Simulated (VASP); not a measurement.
# Y3NbO2 (P6/mmm) in VASP: relaxation of cell and atoms with PBE

Aim: the relaxation of cell and atoms of Y3NbO2 with PBE.

Everything below comes from runs of VASP 6.6.1. Logs are shortened: lines on timing, memory, paths and dates and some standing lists are left out, and cuts for length are marked.

## Step 1: The cell of the first run

The structure is hexagonal, space group P6/mmm (No. 191). Conventional cell: a = 6.543 Å, b = 6.543 Å, c = 2.956 Å, α = 90.00°, β = 90.00°, γ = 120.00°. Within 3.3 Å of Y (site symmetry mmm) lie 4 O at 2.40 Å and 6 Y at 2.96 to 3.27 Å. Within 3.9 Å of Nb (site symmetry 6/mmm) lie 2 Nb at 2.96 Å and 12 Y at 3.59 Å and 6 O at 3.78 Å. Within 3.2 Å of O (site symmetry -6m2) lie 6 Y at 2.40 Å and 2 O at 2.96 Å.

The cell was generated, and may not be a known phase.

## Step 2: Relaxation of cell and atoms, PBE

File INCAR:

```
ALGO     = Normal         # electronic algorithm
EDIFF    = 1E-7           # SCF threshold, eV
EDIFFG   = -0.01          # ionic threshold
ENCUT    = 600            # plane-wave cutoff, eV
GGA      = PE             # functional
IBRION   = 2              # ionic algorithm
ISIF     = 3              # what is computed and relaxed
ISMEAR   = 0              # smearing method
LASPH    = True           # aspherical terms in the spheres
LCHARG   = False          # write CHGCAR
LREAL    = False          # projectors in reciprocal space
LWAVE    = False          # write WAVECAR
NELM     = 100            # most SCF steps
NSW      = 100            # ionic steps
PREC     = Accurate       # precision mode
SIGMA    = 0.1            # smearing width, eV
```

File KPOINTS:

```
k-points
0
Gamma
  6 6 12
```

File POSCAR:

```
Y3NbO2
1.0
    6.5431749302      0.0000000000      0.0000000000
   -3.2715874651      5.6665557110      0.0000000000
    0.0000000000      0.0000000000      2.9560324811
Y Nb O
3 1 2
Direct
    0.5000000000      0.0000000000      0.5000000000
    0.0000000000      0.5000000000      0.5000000000
    0.5000000000      0.5000000000      0.5000000000
    0.0000000000      0.0000000000      0.0000000000
    0.3333333333      0.6666666667      0.0000000000
    0.6666666667      0.3333333333      0.0000000000
```

Potentials or basis: VASP PAW PBE potentials, release 64 (Y_sv, Nb_sv, O).

On the command line:

```
$ cat potpaw_PBE.64/Y_sv/POTCAR potpaw_PBE.64/Nb_sv/POTCAR potpaw_PBE.64/O/POTCAR > POTCAR
$ mpirun -np 1 vasp_std > vasp.out
```

OUTCAR:

```text
EDIFF = 1E-7
   EDIFFG = -0.01
   ENCUT = 600
   GGA = PE
   IBRION = 2
   ISIF = 3
   ISMEAR = 0
   LASPH = True
   LREAL = False
   NELM = 100
   NSW = 100
   PREC = Accurate

 ion  position               nearest neighbor table
   1  0.500  0.000  0.500-   5 2.40   6 2.40   5 2.40   6 2.40   2 3.27   3 3.27   3 3.27   2 3.27
                             4 3.59   4 3.59   4 3.59   4 3.59
   2  0.000  0.500  0.500-   5 2.40   6 2.40   5 2.40   6 2.40   3 3.27   3 3.27   1 3.27   1 3.27
                             4 3.59   4 3.59   4 3.59   4 3.59
   3  0.500  0.500  0.500-   5 2.40   6 2.40   5 2.40   6 2.40   2 3.27   2 3.27   1 3.27   1 3.27
                             4 3.59   4 3.59   4 3.59   4 3.59
   4  0.000  0.000  0.000-   1 3.59   1 3.59   1 3.59   1 3.59   2 3.59   3 3.59   2 3.59   2 3.59
                             3 3.59   2 3.59   3 3.59   3 3.59
   5  0.333  0.667  0.000-   2 2.40   2 2.40   1 2.40   1 2.40   3 2.40   3 2.40
   6  0.667  0.333  0.000-   2 2.40   2 2.40   1 2.40   1 2.40   3 2.40   3 2.40

  LATTYP: Found a hexagonal cell.
 ALAT       =     6.5431749302
 C/A-ratio  =     0.4517734147

  Lattice vectors:

 A1 = (   6.5431749302,   0.0000000000,   0.0000000000)
 A2 = (  -3.2715874651,   5.6665557110,   0.0000000000)
 A3 = (   0.0000000000,   0.0000000000,   2.9560324811)

Analysis of symmetry for initial positions (statically):
=====================================================================
 Subroutine PRICEL returns:
 Original cell was already a primitive cell.

 Routine SETGRP: Setting up the symmetry group for a
 hexagonal supercell.

 Subroutine GETGRP returns: Found 24 space group operations
 (whereof 24 operations were pure point group operations)
 out of a pool of 24 trial point group operations.

The static configuration has the point symmetry D_6h.

Analysis of symmetry for dynamics (positions and initial velocities):
=====================================================================
 Subroutine PRICEL returns:
 Original cell was already a primitive cell.

 Routine SETGRP: Setting up the symmetry group for a
 hexagonal supercell.

 Subroutine GETGRP returns: Found 24 space group operations
 (whereof 24 operations were pure point group operations)
 out of a pool of 24 trial point group operations.

The dynamic configuration has the point symmetry D_6h.

 Subroutine INISYM returns: Found 24 space group operations
 (whereof 24 operations are pure point group operations),
 and found     1 'primitive' translations

----------------------------------------------------------------------------------------

                                     Primitive cell

  volume of cell :     109.6016

  direct lattice vectors                    reciprocal lattice vectors
     6.543174930  0.000000000  0.000000000     0.152831005  0.088237022  0.000000000
    -3.271587465  5.666555711  0.000000000     0.000000000  0.176474044  0.000000000
     0.000000000  0.000000000  2.956032481     0.000000000  0.000000000  0.338291276

  length of vectors
     6.543174930  6.543174930  2.956032481     0.176474044  0.176474044  0.338291276

  position of ions in fractional coordinates (direct lattice)
     0.500000000  0.000000000  0.500000000
     0.000000000  0.500000000  0.500000000
     0.500000000  0.500000000  0.500000000
     0.000000000  0.000000000  0.000000000
     0.333333333  0.666666667  0.000000000
     0.666666667  0.333333333  0.000000000

  ion indices of the primitive-cell ions
   primitive index   ion index
                 1           1
                 2           2
                 3           3
                 4           4
                 5           5
                 6           6

----------------------------------------------------------------------------------------

 KPOINTS: k-points

Automatic generation of k-mesh.
 Grid dimensions read from file:
 generate k-points for:    6    6   12

 Generating k-lattice:

  Cartesian coordinates                     Fractional coordinates (reciprocal lattice)
     0.025471834  0.014706170  0.000000000     0.166666667  0.000000000  0.000000000
     0.000000000  0.029412341  0.000000000     0.000000000  0.166666667  0.000000000
     0.000000000  0.000000000  0.028190940     0.000000000  0.000000000  0.083333333

  Length of vectors
     0.029412341  0.029412341  0.028190940

  Shift w.r.t. Gamma in fractional coordinates (k-lattice)
     0.000000000  0.000000000  0.000000000

 Subroutine IBZKPT returns following result:
 ===========================================

 Found     49 irreducible k-points:

 Following reciprocal coordinates:
            Coordinates               Weight
  0.000000  0.000000  0.000000      1.000000
  0.166667 -0.000000  0.000000      6.000000
  0.333333  0.000000  0.000000      6.000000
  0.500000 -0.000000  0.000000      3.000000
  0.166667  0.166667  0.000000      6.000000
  0.333333  0.166667  0.000000     12.000000
[... 16 lines left out ...]
  0.166667 -0.000000  0.250000     12.000000
  0.333333  0.000000  0.250000     12.000000
 [... further k-points ...]
   k-points           NKPTS =     49   k-points in BZ     NKDIM =     49   number of bands    NBANDS=     34
   number of dos      NEDOS =    301   number of ions     NIONS =      6
   total plane-waves  NPLWV =  69984
   dimension x,y,z NGX =    54 NGY =   54 NGZ =   24
   dimension x,y,z NGXF=   108 NGYF=  108 NGZF=   48
   ions per type =               3   1   2
   NGX,Y,Z   is equivalent  to a cutoff of  13.72, 13.72, 13.50 a.u.
   NGXF,Y,Z  is equivalent  to a cutoff of  27.44, 27.44, 26.99 a.u.
 SYSTEM =  unknown system
   PREC   = accura    normal or accurate (medium, high low for compatibility)
   ISTART =      0    job   : 0-new  1-cont  2-samecut
   ICHARG =      2    charge: 1-file 2-atom 10-const
   ISPIN  =      1    spin polarized calculation?
   LNONCOLLINEAR =      F non collinear calculations
   LSORBIT =      F    spin-orbit coupling
   LASPH  =      T    aspherical Exc in radial PAW
   ENCUT  =  600.0 eV  44.10 Ry    6.64 a.u.  13.07 13.07  5.90*2*pi/ulx,y,z
   NELM   =    100;   NELMIN=  2; NELMDL= -5     # of ELM steps
   EDIFF  = 0.1E-06   stopping-criterion for ELM
   LREAL  =      F    real-space projection
   EDIFFG = -.1E-01   stopping-criterion for IOM
   NSW    =    100    number of steps for IOM
   IBRION =      2    ionic relax: 0-MD 1-quasi-New 2-CG
   NFREE  =      1    steps in history (QN), initial steepest desc. (CG)
   ISIF   =      3    stress and relaxation
   ISYM   =      2    0-nonsym 1-usesym 2-fastsym
   POTIM  = 0.5000    time-step for ionic-motion
   TEBEG  =    0.0;   TEEND  =   0.0 temperature during run
   PSTRESS=    0.0 pullay stress
   NELECT =      58.0000    total number of electrons
   NUPDOWN=      -1.0000    fix difference up-down
   EMIN   =  10.00;   EMAX   =-10.00  energy-range for DOS
   EFERMI =   0.00;   METHOD = LEGACY
   ISMEAR =     0;   SIGMA  =   0.10  broadening in eV -4-tet -1-fermi 0-gaus
   EFERMI_NEDOS =   21; number of points for ismear=-14 and -15
   IALGO  =     38    algorithm
   IMIX   =      4    mixing-type and parameters
     AMIX     =   0.40;   BMIX     =  1.00
     AMIX_MAG =   1.60;   BMIX_MAG =  1.00
  volume/ion in A,a.u.               =      18.27       123.27
  Fermi-wavevector in a.u.,A,eV,Ry     =   1.324174  2.502327 23.856971  1.753438
  Thomas-Fermi vector in A             =   2.453728
   LORBIT       =      0    0 simple, 1 ext, 2 COOP (PROOUT), +10 PAW based schemes
   GGA     = PE    functional components
   LHFCALC =     F    Hartree Fock is set to
   AEXX    =    0.0000 exact exchange contribution
   IVDW    =     0    specifies the selected vdW correction
   LEPSILON=     F    determine dielectric tensor
   LRPA    =     F    only Hartree local field effects (RPA)
 conjugate gradient relaxation of ions
 non-spin polarized calculation
 Gauss-broadening in eV      SIGMA  =   0.10
  energy-cutoff  :      600.00
  volume of cell :      109.60
 maximum number of plane-waves:      3681
 NGX is ok and might be reduce to    54
   NGX = 27   NGY = 27   NGZ = 11

--------------------------------------- Ionic step        1  -------------------------------------------

 number of electron      57.9999992 magnetization

 Free energy of the ion-electron system (eV)
  ---------------------------------------------------
  ext. energy  EPLUGINS =         0.00000000
  ---------------------------------------------------
  free energy    TOTEN  =       -48.09454475 eV

  energy without entropy =      -48.05598592  energy(sigma->0) =      -48.07526533

------------------------ aborting loop because EDIFF is reached ----------------------------------------

  FORCE on cell =-STRESS in cart. coord.  units (eV):
  Direction    XX          YY          ZZ          XY          YZ          ZX
  --------------------------------------------------------------------------------------
  -------------------------------------------------------------------------------------
  Total        0.0154038      0.0154038     -0.4888231      0.0000000      0.0000000      0.0000000
  in kB        0.2251762      0.2251762     -7.1457105      0.0000000      0.0000000      0.0000000
  external PRESSURE =      -2.2317860 kB  Pullay stress =       0.0000000 kB
[... 105 lines left out ...]
  energy  without entropy=      -48.0565240528  energy(sigma->0) =      -48.07590664

--------------------------------------- Ionic step        4  -------------------------------------------

 number of electron      57.9999993 magnetization

 Free energy of the ion-electron system (eV)
  ---------------------------------------------------
  ext. energy  EPLUGINS =         0.00000000
  ---------------------------------------------------
  free energy    TOTEN  =       -48.09534496 eV

  energy without entropy =      -48.05636353  energy(sigma->0) =      -48.07585425

 E-fermi :   5.8074     XC(G=0): -10.9124

 val. band max:        5.7847023880   @ k =   0.1667   0.1667   0.2500
 cond. band min:       5.8215707194   @ k =   0.0000   0.0000   0.0000
 fundamental gap:      0.0368683315
 Fermi energy:         5.8073532798

 k-point     1 :       0.0000    0.0000    0.0000
  band No.  band energies     occupation
      1     -48.8292      2.00000
      2     -36.9789      2.00000
      3     -36.8629      2.00000
      4     -36.8629      2.00000
      5     -24.8551      2.00000
      6     -24.8551      2.00000
[... 877 lines left out ...]
     33       7.3069      0.00000
     34       7.7523      0.00000

 [... further k-points ...]

------------------------ aborting loop because EDIFF is reached ----------------------------------------

  FORCE on cell =-STRESS in cart. coord.  units (eV):
  Direction    XX          YY          ZZ          XY          YZ          ZX
  --------------------------------------------------------------------------------------
  -------------------------------------------------------------------------------------
  Total       -0.0238635     -0.0238635     -0.0019395      0.0000000      0.0000000      0.0000000
  in kB       -0.3493915     -0.3493915     -0.0283970      0.0000000      0.0000000      0.0000000
  external PRESSURE =      -0.2423934 kB  Pullay stress =       0.0000000 kB
[... 21 lines left out ...]
  FREE ENERGIE OF THE ION-ELECTRON SYSTEM (eV)
  ---------------------------------------------------
  free  energy   TOTEN  =       -48.0953449613 eV

  energy  without entropy=      -48.0563635310  energy(sigma->0) =      -48.07585425

 reached required accuracy - stopping structural energy minimisation
```

It took 26 min on 1 thread of Intel Xeon 8259CL, shared host; peak memory 0.43 GiB.

Results:

- Free energy: -48.0953 eV
- Relaxed volume: 18.24 Å³/atom
- Relaxed cell: a = 6.549 Å, b = 6.549 Å, c = 2.946 Å, α = 90.00°, β = 90.00°, γ = 120.00°
- Space group after relaxing (to 0.1 Å): P6/mmm (No. 191)
- Energy gained by relaxing: 0.1 meV/atom
- Ionic steps: 4
- Pressure after relaxing: 0.0 GPa
- Band gap on the k mesh: zero (bands 29 and 30 overlap by 1.01 eV)

Step by step:
| step | energy change (eV) | largest force (eV/Å) | pressure (GPa) | volume (Å³) |
| --- | --- | --- | --- | --- |
| 1 | 0.0000 | 0.0000 | -0.22 | 109.60 |
| 2 | -0.0007 | 0.0000 | 0.20 | 109.20 |
| 3 | -0.0007 | 0.0000 | 0.10 | 109.29 |
| 4 | -0.0008 | 0.0000 | -0.02 | 109.43 |

Final structure:
```
Y Nb O
1.0
     6.54877    0.00000    0.00000
    -3.27438    5.67140    0.00000
     0.00000    0.00000    2.94634
Y Nb O
3 1 2
Direct
  0.50000 0.00000 0.50000
  0.00000 0.50000 0.50000
  0.50000 0.50000 0.50000
  0.00000 0.00000 0.00000
  0.33333 0.66667 0.00000
  0.66667 0.33333 0.00000
```

Levels at points of the mesh, in eV from the Fermi level:
```tsv
k point	band 27	band 28	band 29	band 30	band 31	band 32
(0.00, 0.00, 0.00)	-1.08	-1.08	-0.63	0.01	0.01	1.25
(0.50, 0.00, 0.00)	-1.11	-0.73	-0.47	-0.22	-0.12	0.41
(0.00, 0.00, 0.50)	-0.50	-0.28	-0.28	0.23	0.55	0.55
(0.50, 0.00, 0.50)	-1.15	-0.23	0.36	0.77	0.78	1.37
```

The gap in the log of VASP goes by the Fermi energy; the results here count the filled bands.